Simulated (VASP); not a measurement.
# WS2 (P6_3/mmc) in VASP: single point with LDA

Aim: the single point of WS2 with LDA.

Everything below comes from runs of VASP 6.6.1. Logs are shortened: lines on timing, memory, paths and dates and some standing lists are left out, and cuts for length are marked.

## (1) The cell of the first run

It takes space group P6_3/mmc (No. 194, hexagonal). Conventional cell: a = 3.127 Å, b = 3.127 Å, c = 12.156 Å, α = 90.00°, β = 90.00°, γ = 120.00°. Within 3.2 Å of W (site symmetry -6m2) lie 6 S at 2.39 Å and 6 W at 3.13 Å. S (site symmetry 3m) has 3 W at 2.39 Å and 7 S at 3.12 to 3.13 Å within 3.2 Å.

## (2) Single point, LDA

INCAR

```
SYSTEM = WS2
PREC = Accurate ; ENCUT = 520
EDIFF = 1E-6 ; ISMEAR = 0
SIGMA = 0.05 ; LREAL = .False.
LASPH = .True. ; NELM = 80
ALGO = Normal ; ISIF = 2
LWAVE = .False. ; LCHARG = .True.
LELF = .True. ; LVHAR = .True.
NBANDS = 64
```

KPOINTS

```
regular mesh
0
Gamma
  8 6 2
  0 0 0
```

POSCAR

```
WS2
1.0
    3.1268885683      0.0000000000      0.0000000000
    0.0000000000      5.4159298698      0.0000000000
    0.0000000000      0.0000000000     12.1559714659
W S
4 8
Direct
    0.0000000000      0.3333333333      0.2500000000
    0.5000000000      0.8333333333      0.2500000000
    0.5000000000      0.1666666667      0.7500000000
    1.0000000000      0.6666666667      0.7500000000
    0.0000000000      0.3333333333      0.6215153207
    0.5000000000      0.8333333333      0.6215153207
    0.5000000000      0.1666666667      0.1215153207
    1.0000000000      0.6666666667      0.1215153207
    0.0000000000      0.3333333333      0.8784846793
    0.5000000000      0.8333333333      0.8784846793
    0.5000000000      0.1666666667      0.3784846793
    1.0000000000      0.6666666667      0.3784846793
```

Potentials or basis: VASP PAW LDA potentials, release 64 (W_sv, S).

Run with:

```
$ cat potpaw_LDA.64/W_sv/POTCAR potpaw_LDA.64/S/POTCAR > POTCAR
$ mpirun -np 1 vasp_std > vasp.out
```

OUTCAR:

```text
SYSTEM = WS2
   PREC = Accurate
   ENCUT = 520
   EDIFF = 1E-6
   ISMEAR = 0
   LREAL = .False.
   LASPH = .True.
   NELM = 80
   ISIF = 2

 ion  position               nearest neighbor table
   1  0.000  0.333  0.250-   7 2.39  11 2.39   7 2.39  11 2.39   8 2.39  12 2.39   2 3.13   2 3.13
                             2 3.13   2 3.13
   2  0.500  0.833  0.250-   8 2.39  12 2.39   8 2.39  12 2.39  11 2.39   7 2.39   1 3.13   1 3.13
                             1 3.13   1 3.13
   3  0.500  0.167  0.750-   5 2.39   9 2.39   5 2.39   9 2.39   6 2.39  10 2.39   4 3.13   4 3.13
                             4 3.13   4 3.13
   4  0.000  0.667  0.750-   6 2.39  10 2.39   6 2.39  10 2.39   9 2.39   5 2.39   3 3.13   3 3.13
                             3 3.13   3 3.13
   5  0.000  0.333  0.622-   3 2.39   3 2.39   4 2.39
   6  0.500  0.833  0.622-   4 2.39   4 2.39   3 2.39
   7  0.500  0.167  0.122-   1 2.39   1 2.39   2 2.39
   8  0.000  0.667  0.122-   2 2.39   2 2.39   1 2.39
   9  0.000  0.333  0.878-   3 2.39   3 2.39   4 2.39
  10  0.500  0.833  0.878-   4 2.39   4 2.39   3 2.39
  11  0.500  0.167  0.378-   1 2.39   1 2.39   2 2.39
  12  0.000  0.667  0.378-   2 2.39   2 2.39   1 2.39

  LATTYP: Found a simple orthorhombic cell.
 ALAT       =     3.1268885683
 B/A-ratio  =     1.7320508075
 C/A-ratio  =     3.8875614530

  Lattice vectors:

 A1 = (   3.1268885683,   0.0000000000,   0.0000000000)
 A2 = (   0.0000000000,   5.4159298698,   0.0000000000)
 A3 = (   0.0000000000,   0.0000000000,  12.1559714659)

Analysis of symmetry for initial positions (statically):
=====================================================================
 Subroutine PRICEL returns following result:

  LATTYP: Found a hexagonal cell.
 ALAT       =     3.1268885683
 C/A-ratio  =     3.8875614530

  Lattice vectors:

 A1 = (  -3.1268885683,   0.0000000000,   0.0000000000)
 A2 = (   1.5634442841,  -2.7079649349,   0.0000000000)
 A3 = (   0.0000000000,   0.0000000000,  12.1559714659)

   2 primitive cells build up your supercell.

 Routine SETGRP: Setting up the symmetry group for a
 simple orthorhombic supercell.

 Subroutine GETGRP returns: Found  8 space group operations
 (whereof  4 operations were pure point group operations)
 out of a pool of  8 trial point group operations.

The static configuration has the point symmetry C_2h.
 The point group associated with its full space group is D_2h.

Analysis of symmetry for dynamics (positions and initial velocities):
=====================================================================
 Subroutine PRICEL returns following result:

  LATTYP: Found a hexagonal cell.
 ALAT       =     3.1268885683
 C/A-ratio  =     3.8875614530

  Lattice vectors:

 A1 = (  -3.1268885683,   0.0000000000,   0.0000000000)
 A2 = (   1.5634442841,  -2.7079649349,   0.0000000000)
 A3 = (   0.0000000000,   0.0000000000,  12.1559714659)

   2 primitive cells build up your supercell.

 Routine SETGRP: Setting up the symmetry group for a
 simple orthorhombic supercell.

 Subroutine GETGRP returns: Found  8 space group operations
 (whereof  4 operations were pure point group operations)
 out of a pool of  8 trial point group operations.

The dynamic configuration has the point symmetry C_2h.
 The point group associated with its full space group is D_2h.

 Subroutine INISYM returns: Found  8 space group operations
 (whereof  4 operations are pure point group operations),
 and found     2 'primitive' translations

----------------------------------------------------------------------------------------

                                     Primitive cell

  volume of cell :     102.9307

  direct lattice vectors                    reciprocal lattice vectors
    -3.126888568  0.000000000  0.000000000    -0.319806727 -0.184640500  0.000000000
     1.563444284 -2.707964935  0.000000000    -0.000000000 -0.369281000  0.000000000
     0.000000000  0.000000000 12.155971466     0.000000000  0.000000000  0.082264096

  length of vectors
     3.126888568  3.126888568 12.155971466     0.369281000  0.369281000  0.082264096

  position of ions in fractional coordinates (direct lattice)
     0.666666667  0.333333333  0.250000000
     0.333333333  0.666666667  0.750000000
     0.666666667  0.333333333  0.621515321
     0.333333333  0.666666667  0.121515321
     0.666666667  0.333333333  0.878484679
     0.333333333  0.666666667  0.378484679

  ion indices of the primitive-cell ions
   primitive index   ion index
                 1           1
                 2           4
                 3           5
                 4           8
                 5           9
                 6          12

----------------------------------------------------------------------------------------

 KPOINTS: regular mesh

Automatic generation of k-mesh.
 Grid dimensions read from file:
 generate k-points for:    8    6    2

 Generating k-lattice:

  Cartesian coordinates                     Fractional coordinates (reciprocal lattice)
     0.039975841  0.000000000  0.000000000     0.125000000  0.000000000  0.000000000
     0.000000000  0.030773417  0.000000000     0.000000000  0.166666667  0.000000000
     0.000000000  0.000000000  0.041132048     0.000000000  0.000000000  0.500000000

  Length of vectors
     0.039975841  0.030773417  0.041132048

  Shift w.r.t. Gamma in fractional coordinates (k-lattice)
     0.000000000  0.000000000  0.000000000

 Subroutine IBZKPT returns following result:
 ===========================================

 Found     40 irreducible k-points:

 Following reciprocal coordinates:
            Coordinates               Weight
  0.000000  0.000000  0.000000      1.000000
  0.125000  0.000000  0.000000      2.000000
  0.250000  0.000000  0.000000      2.000000
  0.375000  0.000000  0.000000      2.000000
  0.500000  0.000000  0.000000      1.000000
  0.000000  0.166667  0.000000      2.000000
[... 16 lines left out ...]
  0.250000  0.000000  0.500000      2.000000
  0.375000  0.000000  0.500000      2.000000
 [... further k-points ...]
   k-points           NKPTS =     40   k-points in BZ     NKDIM =     40   number of bands    NBANDS=     64
   number of dos      NEDOS =    301   number of ions     NIONS =     12
   total plane-waves  NPLWV =  86400
   dimension x,y,z NGX =    24 NGY =   40 NGZ =   90
   dimension x,y,z NGXF=    48 NGYF=   80 NGZF=  180
   ions per type =               4   8
   NGX,Y,Z   is equivalent  to a cutoff of  12.76, 12.28, 12.31 a.u.
   NGXF,Y,Z  is equivalent  to a cutoff of  25.52, 24.56, 24.62 a.u.
 SYSTEM =  WS2
   PREC   = accura    normal or accurate (medium, high low for compatibility)
   ISTART =      0    job   : 0-new  1-cont  2-samecut
   ICHARG =      2    charge: 1-file 2-atom 10-const
   ISPIN  =      1    spin polarized calculation?
   LNONCOLLINEAR =      F non collinear calculations
   LSORBIT =      F    spin-orbit coupling
   LASPH  =      T    aspherical Exc in radial PAW
   ENCUT  =  520.0 eV  38.22 Ry    6.18 a.u.   5.81 10.07 22.60*2*pi/ulx,y,z
   NELM   =     80;   NELMIN=  2; NELMDL= -5     # of ELM steps
   EDIFF  = 0.1E-05   stopping-criterion for ELM
   LREAL  =      F    real-space projection
   EDIFFG = 0.1E-04   stopping-criterion for IOM
   NSW    =      0    number of steps for IOM
   IBRION =     -1    ionic relax: 0-MD 1-quasi-New 2-CG
   NFREE  =      0    steps in history (QN), initial steepest desc. (CG)
   ISIF   =      2    stress and relaxation
   ISYM   =      2    0-nonsym 1-usesym 2-fastsym
   POTIM  = 0.5000    time-step for ionic-motion
   TEBEG  =    0.0;   TEEND  =   0.0 temperature during run
   PSTRESS=    0.0 pullay stress
   NELECT =     104.0000    total number of electrons
   NUPDOWN=      -1.0000    fix difference up-down
   EMIN   =  10.00;   EMAX   =-10.00  energy-range for DOS
   EFERMI =   0.00;   METHOD = LEGACY
   ISMEAR =     0;   SIGMA  =   0.05  broadening in eV -4-tet -1-fermi 0-gaus
   EFERMI_NEDOS =   21; number of points for ismear=-14 and -15
   IALGO  =     38    algorithm
   IMIX   =      4    mixing-type and parameters
     AMIX     =   0.40;   BMIX     =  1.00
     AMIX_MAG =   1.60;   BMIX_MAG =  1.00
  volume/ion in A,a.u.               =      17.16       115.77
  Fermi-wavevector in a.u.,A,eV,Ry     =   1.303850  2.463919 23.130236  1.700024
  Thomas-Fermi vector in A             =   2.434825
   LORBIT       =      0    0 simple, 1 ext, 2 COOP (PROOUT), +10 PAW based schemes
   GGA     = CA    functional components
   LHFCALC =     F    Hartree Fock is set to
   AEXX    =    0.0000 exact exchange contribution
   IVDW    =     0    specifies the selected vdW correction
   LEPSILON=     F    determine dielectric tensor
   LRPA    =     F    only Hartree local field effects (RPA)
 non-spin polarized calculation
 Gauss-broadening in eV      SIGMA  =   0.05
  energy-cutoff  :      520.00
  volume of cell :      205.86
 maximum number of plane-waves:      5576
 NGX is ok and might be reduce to    24
   NGX = 11   NGY = 21   NGZ = 45

 number of electron     104.0000015 magnetization

 Free energy of the ion-electron system (eV)
  ---------------------------------------------------
  ext. energy  EPLUGINS =         0.00000000
  ---------------------------------------------------
  free energy    TOTEN  =      -105.05133645 eV

  energy without entropy =     -105.05133645  energy(sigma->0) =     -105.05133645

 E-fermi :   7.9995     XC(G=0): -11.4212

 val. band max:        7.7806877991   @ k =   0.0000   0.0000   0.0000
 cond. band min:       8.6375771743   @ k =   0.3750   0.0000   0.0000
 fundamental gap:      0.8568893751
 Fermi energy:         7.9994527224

 k-point     1 :       0.0000    0.0000    0.0000
  band No.  band energies     occupation
      1     -66.3713      2.00000
      2     -66.3713      2.00000
      3     -66.3488      2.00000
      4     -66.3487      2.00000
      5     -31.1249      2.00000
      6     -31.1249      2.00000
[... 56 lines left out ...]
     63      10.3965      0.00000
     64      10.7458      0.00000

 k-point     2 :       0.1250    0.0000    0.0000
  band No.  band energies     occupation
      1     -66.3688      2.00000
      2     -66.3688      2.00000
      3     -66.3479      2.00000
      4     -66.3479      2.00000
      5     -31.1057      2.00000
      6     -31.1057      2.00000
[... 56 lines left out ...]
     63      10.5213      0.00000
     64      10.7171      0.00000

 k-point     3 :       0.2500    0.0000    0.0000
  band No.  band energies     occupation
      1     -66.3624      2.00000
      2     -66.3623      2.00000
      3     -66.3464      2.00000
      4     -66.3464      2.00000
      5     -31.0539      2.00000
      6     -31.0539      2.00000
[... 1396 lines left out ...]
     63      11.0926      0.00000
     64      11.1007      0.00000

 k-point    24 :       0.3750    0.0000    0.5000
  band No.  band energies     occupation
      1     -66.3547      2.00000
      2     -66.3547      2.00000
      3     -66.3461      2.00000
      4     -66.3461      2.00000
      5     -31.0319      2.00000
      6     -31.0319      2.00000
[... 56 lines left out ...]
     63      11.1866      0.00000
     64      11.1866      0.00000

 [... further k-points ...]

------------------------ aborting loop because EDIFF is reached ----------------------------------------

  FORCE on cell =-STRESS in cart. coord.  units (eV):
  Direction    XX          YY          ZZ          XY          YZ          ZX
  --------------------------------------------------------------------------------------
  -------------------------------------------------------------------------------------
  Total        0.5133407      0.5244492      0.5475670      0.0000000     -0.0000000      0.0000000
  in kB        3.9952246      4.0816795      4.2616008      0.0000000     -0.0000000      0.0000000
  external PRESSURE =       4.1128349 kB  Pullay stress =       0.0000000 kB

 VOLUME and BASIS-vectors are now :
 -----------------------------------------------------------------------------
  energy-cutoff  :      520.00
  volume of cell :      205.86
      direct lattice vectors                 reciprocal lattice vectors
     3.126888568  0.000000000  0.000000000     0.319806727  0.000000000  0.000000000
     0.000000000  5.415929870  0.000000000     0.000000000  0.184640500  0.000000000
     0.000000000  0.000000000 12.155971466     0.000000000  0.000000000  0.082264096

 POSITION                                       TOTAL-FORCE (eV/Angst)
 -----------------------------------------------------------------------------------
      0.00000      1.80531      3.03899         0.000000      0.000590     -0.000000
      1.56344      4.51327      3.03899        -0.000000      0.000590     -0.000000
      1.56344      0.90265      9.11698        -0.000000     -0.000590     -0.000000
      0.00000      3.61062      9.11698         0.000000     -0.000590     -0.000000
      0.00000      1.80531      7.55512         0.000000      0.000203     -0.050845
      1.56344      4.51327      7.55512         0.000000      0.000203     -0.050845
      1.56344      0.90265      1.47714         0.000000     -0.000203     -0.050845
      0.00000      3.61062      1.47714         0.000000     -0.000203     -0.050845
      0.00000      1.80531     10.67883        -0.000000      0.000203      0.050845
      1.56344      4.51327     10.67883         0.000000      0.000203      0.050845
      1.56344      0.90265      4.60085         0.000000     -0.000203      0.050845
      0.00000      3.61062      4.60085         0.000000     -0.000203      0.050845
 -----------------------------------------------------------------------------------
    total drift:                                0.000000     -0.000000     -0.000000

  FREE ENERGIE OF THE ION-ELECTRON SYSTEM (eV)
  ---------------------------------------------------
  free  energy   TOTEN  =      -105.0513364476 eV

  energy  without entropy=     -105.0513364476  energy(sigma->0) =     -105.05133645
```

It took 7.2 min on 1 thread of Intel Xeon Platinum 8259CL at 2.50GHz (Skylake/Cascade Lake), shared host; peak memory 0.47 GiB.

What came out:

```
Free energy            : -105.0513 eV
Pressure               : 0.4 GPa
Largest force          : 0.051 eV/Å
Band gap on the k mesh : 0.86 eV
```

Forces on the atoms (eV/Å):
```
W    0.000  0.001  0.000
W    0.000  0.001  0.000
W    0.000 -0.001  0.000
W    0.000 -0.001  0.000
S    0.000  0.000 -0.051
S    0.000  0.000 -0.051
S    0.000  0.000 -0.051
S    0.000  0.000 -0.051
S    0.000  0.000  0.051
S    0.000  0.000  0.051
S    0.000  0.000  0.051
S    0.000  0.000  0.051
```

Levels at points of the mesh, in eV from the valence-band top:
```
           k point  band 48  band 49  band 50  band 51  band 52  band 53  band 54  band 55  band 56  band 57
(0.00, 0.00, 0.00)    -1.74    -1.59    -1.45    -1.40     0.00     2.32     2.32     2.33     2.33     2.33
(0.50, 0.00, 0.00)    -2.42    -1.40    -1.40    -1.27    -1.27     1.39     1.39     2.16     2.16     2.19
(0.00, 0.50, 0.00)    -1.86    -1.75    -1.75    -1.59    -1.59     1.26     1.26     1.83     1.83     2.09
(0.50, 0.50, 0.00)    -1.78    -1.74    -1.74    -1.59    -1.59     2.33     2.33     2.38     2.38     2.55
(0.00, 0.00, 0.50)    -1.86    -1.67    -1.67    -0.33    -0.33     2.31     2.31     2.31     2.31     2.35
(0.50, 0.00, 0.50)    -2.68    -1.33    -1.33    -1.33    -1.33     1.72     1.72     1.72     1.72     2.60
(0.00, 0.50, 0.50)    -2.40    -1.61    -1.61    -1.61    -1.61     1.72     1.72     1.72     1.72     1.95
(0.50, 0.50, 0.50)    -1.86    -1.67    -1.67    -1.67    -1.67     2.35     2.35     2.35     2.35     2.78
```

Caveat: spin-orbit coupling is left out, which moves the levels of the heavy elements.
